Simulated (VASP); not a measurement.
# SiO2 (P6_3mc) in VASP: settings compared, part 2 of 2

VASP 6.6.1. The steps go on from the part before.

**4. Relaxation of cell and atoms, PBE+D3(BJ)**

INCAR reads:

```
SYSTEM = SiO2
PREC = Accurate ; ENCUT = 600
EDIFF = 1E-7 ; ISMEAR = 0
SIGMA = 0.1 ; LREAL = .False.
LASPH = .True. ; NELM = 100
ALGO = Normal ; ISIF = 3
LWAVE = .False. ; LCHARG = .False.
GGA = PE ; IVDW = 12
IBRION = 2 ; NSW = 90
EDIFFG = -0.04
```

KPOINTS reads:

```
regular mesh
0
Gamma
  6 6 2
  0 0 0
```

POSCAR reads:

```
SiO2
1.0
    2.6123874500      0.0000000000      0.0000000000
   -1.3061937200      2.2623938900      0.0000000000
    0.0000000000      0.0000000000      8.7639640600
Si O
2 4
Direct
    0.3333333300      0.6666666700      0.1010947800
    0.6666666700      0.3333333300      0.6010947800
    0.0000000000      0.0000000000      0.2021895600
    0.6666666700      0.3333333300      0.0000000000
    0.0000000000      0.0000000000      0.7021895600
    0.3333333300      0.6666666700      0.5000000000
```

Command:

```console
> cat potpaw_PBE.64/Si/POTCAR potpaw_PBE.64/O/POTCAR > POTCAR
> mpirun -np 1 vasp_std > vasp.out
```

Wall time 70 s (1 thread of Intel Xeon 6975P-C (Granite Rapids), shared host); peak memory 0.2 GiB.

Results (log left out):

```
Free energy                            : -46.5723 eV
Relaxed volume                         : 9.48 Å³/atom
Relaxed cell                           : a = 2.689 Å, b = 2.689 Å, c = 9.087 Å, α = 90.00°, β = 90.00°, γ = 120.00°
Space group after relaxing (to 0.05 Å) : P6_3mc (No. 186)
Energy gained by relaxing              : 58.3 meV/atom
Ionic steps                            : 13
Pressure after relaxing                : 0.4 GPa
Largest force after relaxing           : 0.037 eV/Å
Band gap on the k mesh                 : 6.10 eV, indirect (least direct gap 6.33 eV)
Dispersion energy per atom             : -0.189 eV
```

Forces in eV/Å, atoms in the order of the input:
```
Si   0.000  0.000  0.006
Si   0.000  0.000  0.006
O    0.000  0.000  0.031
O    0.000  0.000 -0.037
O    0.000  0.000  0.031
O    0.000  0.000 -0.037
```

The path:
| step | energy change (eV) | largest force (eV/Å) | pressure (GPa) | volume (Å³) |
| --- | --- | --- | --- | --- |
| 1 | 0.0000 | 1.5188 | 24.94 | 51.80 |
| 2 | 0.6526 | 2.6003 | -27.26 | 62.53 |
| 3 | -0.3326 | 0.3681 | 0.04 | 55.38 |
| 4 | -0.3332 | 0.3080 | 0.82 | 55.24 |
| 5 | -0.3332 | 0.2775 | 1.22 | 55.17 |
| 6 | -0.3443 | 0.0042 | 0.32 | 55.67 |
| 7 | -0.3445 | 0.0245 | 0.41 | 55.62 |
| 8 | -0.3454 | 0.0493 | 0.02 | 55.81 |
| 9 | -0.3465 | 0.1193 | -0.97 | 56.30 |
| 10 | -0.3469 | 0.1124 | -0.91 | 56.33 |
| 11 | -0.3478 | 0.0914 | -0.73 | 56.41 |
| 12 | -0.3490 | 0.0489 | -0.37 | 56.57 |
| 13 | -0.3498 | 0.0367 | 0.38 | 56.90 |

Final structure:
```yaml
crystal:
  lattice:
    - [2.68900, 0.00000, 0.00000]
    - [-1.34450, 2.32874, 0.00000]
    - [0.00000, 0.00000, 9.08687]
  atoms:
    - { symbol: Si, position: [0.33333, 0.66667, 0.10111] }
    - { symbol: Si, position: [0.66667, 0.33333, 0.60111] }
    - { symbol: O, position: [0.00000, 0.00000, 0.20160] }
    - { symbol: O, position: [0.66667, 0.33333, 0.00058] }
    - { symbol: O, position: [0.00000, 0.00000, 0.70160] }
    - { symbol: O, position: [0.33333, 0.66667, 0.50058] }
```

Levels at points of the mesh, in eV from the valence-band top:
```
           k point  band 14  band 15  band 16  band 17  band 18  band 19
(0.00, 0.00, 0.00)    -1.27    -1.27    -0.24     6.10     7.05     8.11
(0.50, 0.00, 0.00)    -1.66    -1.36    -1.02     7.68     7.71     9.91
(0.00, 0.00, 0.50)    -1.29    -0.89    -0.89     6.57     6.57     8.15
(0.50, 0.00, 0.50)    -1.71    -1.22    -1.22     7.71     7.71    10.09
```

Caveat: the k points lie up to 0.45 Å⁻¹ apart in the final cell. A k mesh can miss the band edges.

**5. Single point, PBE+D3(BJ)**

This run uses another cell than the first one, of 9.56 Å³/atom, 1.107 times its volume.

INCAR reads:

```
SYSTEM = SiO2
  PREC = Accurate
  ENCUT = 520
  EDIFF = 1E-6
  ISMEAR = 0
  SIGMA = 0.02
  LREAL = .False.
  LASPH = .True.
  NELM = 100
  ALGO = Normal
  ISIF = 2
  LWAVE = .False.
  LCHARG = .False.
  GGA = PE
  IVDW = 12
  NBANDS = 25
```

KPOINTS reads:

```
regular mesh
0
Gamma
  12 12 4
  0 0 0
```

POSCAR reads:

```
SiO2
1.0
    2.6869742012      0.0000000000      0.0000000000
   -1.3434871006      2.3269879176      0.0000000000
    0.0000000000      0.0000000000      9.1712618967
Si O
2 4
Direct
    0.3333333333      0.6666666667      0.1011144966
    0.6666666667      0.3333333333      0.6011144966
    0.0000000000      0.0000000000      0.2008706040
    0.6666666667      0.3333333333      0.0012992394
    0.0000000000      0.0000000000      0.7008706040
    0.3333333333      0.6666666667      0.5012992394
```

Command:

```console
> cat potpaw_PBE.64/Si/POTCAR potpaw_PBE.64/O/POTCAR > POTCAR
> mpirun -np 1 vasp_std > vasp.out
```

Run time: 29 s. Hardware: 1 thread of Intel Xeon 6975P-C (Granite Rapids), shared host; peak memory 0.21 GiB.

Results (log left out):

- Free energy: -46.5765 eV
- Pressure: 0.5 GPa
- Largest force: 0.015 eV/Å
- Band gap on the k mesh: 6.14 eV, indirect (least direct gap 6.39 eV)
- Dispersion energy per atom: -0.187 eV

Forces on the atoms (eV/Å):
```
Si   0.000  0.000  0.000
Si   0.000  0.000  0.000
O    0.000  0.000  0.015
O    0.000  0.000 -0.015
O    0.000  0.000  0.015
O    0.000  0.000 -0.015
```

Stress tensor (GPa, compression positive):
```
 0.87  0.00  0.00
 0.00  0.87  0.00
 0.00  0.00 -0.10
```

Levels at points of the mesh, in eV from the valence-band top:
```
           k point  band 12  band 13  band 14  band 15  band 16  band 17  band 18  band 19  band 20  band 21
(0.00, 0.00, 0.00)    -1.26    -1.26    -1.24    -1.24    -0.25     6.14     7.08     8.16     8.22    12.86
(0.50, 0.00, 0.00)    -1.95    -1.72    -1.64    -1.33    -1.01     7.72     7.75     9.94    10.21    12.40
(0.00, 0.00, 0.50)    -1.25    -1.25    -1.25    -0.88    -0.88     6.60     6.60     8.19     8.19    13.16
(0.50, 0.00, 0.50)    -2.03    -1.68    -1.68    -1.19    -1.19     7.75     7.75    10.12    10.12    12.45
```

A k mesh can miss the band edges.

**6. Single point, r2SCAN**

This run uses another cell than the first one, of 9.56 Å³/atom, 1.107 times its volume.

POSCAR is that of step 5.

INCAR.step1 reads:

```
SYSTEM = SiO2
PREC     = Accurate       ! precision mode
ENCUT    = 520            ! plane-wave cutoff, eV
ISMEAR   = 0              ! smearing method
SIGMA    = 0.02           ! smearing width, eV
LREAL    = .FALSE.        ! projectors in reciprocal space
LASPH    = .TRUE.         ! aspherical terms in the spheres
NELM     = 100            ! most SCF steps
NBANDS   = 25             ! bands
GGA      = PE             ! functional
ALGO     = Normal         ! electronic algorithm
EDIFF    = 1E-4           ! SCF threshold, eV
LWAVE    = .TRUE.         ! write WAVECAR
LCHARG   = .FALSE.        ! write CHGCAR
```

INCAR.step2 reads:

```
SYSTEM = SiO2
PREC     = Accurate       ! precision mode
ENCUT    = 520            ! plane-wave cutoff, eV
EDIFF    = 1E-6           ! SCF threshold, eV
ISMEAR   = 0              ! smearing method
SIGMA    = 0.02           ! smearing width, eV
LREAL    = .FALSE.        ! projectors in reciprocal space
LASPH    = .TRUE.         ! aspherical terms in the spheres
NELM     = 100            ! most SCF steps
ALGO     = Normal         ! electronic algorithm
ISIF     = 2              ! what is computed and relaxed
LWAVE    = .FALSE.        ! write WAVECAR
LCHARG   = .FALSE.        ! write CHGCAR
METAGGA  = R2SCAN         ! meta-GGA
LMIXTAU  = .TRUE.       
NBANDS   = 25             ! bands
ISTART   = 1
```

KPOINTS reads:

```
Automatic mesh
0
G
  12 12 4
  0 0 0
```

Potentials or basis: VASP PAW PBE potentials, release 64 (Si, O).

Command:

```console
> cat potpaw_PBE.64/Si/POTCAR potpaw_PBE.64/O/POTCAR > POTCAR
> cp INCAR.step1 INCAR
> mpirun -np 1 vasp_std > vasp.out
> cp INCAR.step2 INCAR
> mpirun -np 1 vasp_std > vasp.out
```

Run time: 2.6 min. Hardware: 1 thread of Intel Xeon 6975P-C (Granite Rapids), shared host; peak memory 0.21 GiB.

The run converged. Its results:

- Free energy: -57.5465 eV
- Pressure: -4.0 GPa
- Largest force: 0.528 eV/Å
- Band gap on the k mesh: 6.99 eV, indirect (least direct gap 7.24 eV)

Forces on the atoms (eV/Å):
```
Si   0.000  0.000  0.000
Si   0.000  0.000  0.000
O    0.000  0.000 -0.528
O    0.000  0.000  0.528
O    0.000  0.000 -0.528
O    0.000  0.000  0.528
```

Stress tensor (GPa, compression positive):
```
-3.88  0.00  0.00
 0.00 -3.88  0.00
 0.00  0.00 -4.37
```

Levels at points of the mesh, in eV from the valence-band top:
```tsv
k point	band 13	band 14	band 15	band 16	band 17	band 18	band 19	band 20
(0.00, 0.00, 0.00)	-1.27	-1.24	-1.24	-0.25	6.99	8.01	9.12	9.16
(0.50, 0.00, 0.00)	-1.75	-1.67	-1.35	-1.03	8.68	8.71	10.91	11.17
(0.00, 0.00, 0.50)	-1.25	-1.25	-0.88	-0.88	7.48	7.48	9.15	9.15
(0.50, 0.00, 0.50)	-1.71	-1.71	-1.22	-1.22	8.72	8.72	11.09	11.09
```

Caveat: the PAW data sets were made with another functional, which shifts forces and pressure a little.

**7. The runs side by side**

```tsv
task	level	cell	k mesh	cutoff (eV)	smearing	gap on the mesh (eV)	pressure (GPa)	largest force (eV/Å)
single point	PBE+D3(BJ)	a = 2.612, b = 2.612, c = 8.764 Å, angles 90.0, 90.0, 120.0°, 6 atoms	6 × 6 × 2	520	gaussian 0.1 eV	7.31	25.3	1.52
single point	PBE+D3(BJ)	a = 2.687, b = 2.687, c = 9.137 Å, angles 90.0, 90.0, 120.0°, 6 atoms	6 × 6 × 2	520	gaussian 0.1 eV	6.13	0.6	0.01
relaxation of cell and atoms	PBE+D3(BJ)	relaxed from a = 2.612, b = 2.612, c = 8.764 Å, angles 90.0, 90.0, 120.0°, 6 atoms	6 × 6 × 2	600	gaussian 0.1 eV	6.10	0.4	0.04
single point	PBE+D3(BJ)	a = 2.687, b = 2.687, c = 9.171 Å, angles 90.0, 90.0, 120.0°, 6 atoms	12 × 12 × 4	520	gaussian 0.02 eV	6.14	0.5	0.02
single point	r2SCAN	a = 2.687, b = 2.687, c = 9.171 Å, angles 90.0, 90.0, 120.0°, 6 atoms	12 × 12 × 4	520	gaussian 0.02 eV	6.99	-4.0	0.53
```

Alike in all rows: potentials or basis VASP PAW PBE potentials, release 64 (Si, O); no spin polarisation.

Caveats: some runs use coarse meshes; forces of over 1 eV/Å act on the atoms, so gaps and moduli don't describe the material at rest (some runs); the PAW data sets were made with another functional, which shifts forces and pressure a little (some runs).

Total energies depend on the potentials used, so only differences within one code and one set of settings carry meaning.
